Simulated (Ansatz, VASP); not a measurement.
## Ge in VASP and in Ansatz

```xyz
2
Lattice="4.1490 0.0000 0.0000 -2.0745 3.5931 0.0000 0.0000 0.0000 28.0000" Properties=species:S:1:pos:R:3 pbc="T T T"
Ge    0.0000    2.3954   14.3570
Ge    2.0745    1.1977   13.6430
```

Alike in both runs: task single point; functional LDA; k mesh 12 × 12 × 1; occupations gaussian, width 0.1 eV; no spin polarisation.

|  | VASP | Ansatz |
| --- | --- | --- |
| version | VASP 6.6.1 | Ansatz 0.2.0 |
| potentials or method | VASP PAW LDA potentials, release 64 (Ge_d), cutoff 520 eV | scalar-relativistic, plane waves, PAW |
| valence electrons in the cell | 28 | 28 |

Ansatz gave:

```
gap on the k mesh at the Fermi level (eV) : none
rms of the force components (eV/Å)        : 0.288
```

**Question.** Estimate VASP's values.

**Answer.** gap on the k mesh at the Fermi level (eV): none; rms of the force components (eV/Å): 0.281.

Ansatz warns that its potentials were made for another functional, while VASP's fit it. LDA's correlation is that of Perdew and Zunger in VASP and of Perdew and Wang (1992) in Ansatz. Atom by atom the forces differ by 0.006 eV/Å (rms over components). A gap of «none» marks a metal or a gap that the smearing closes.
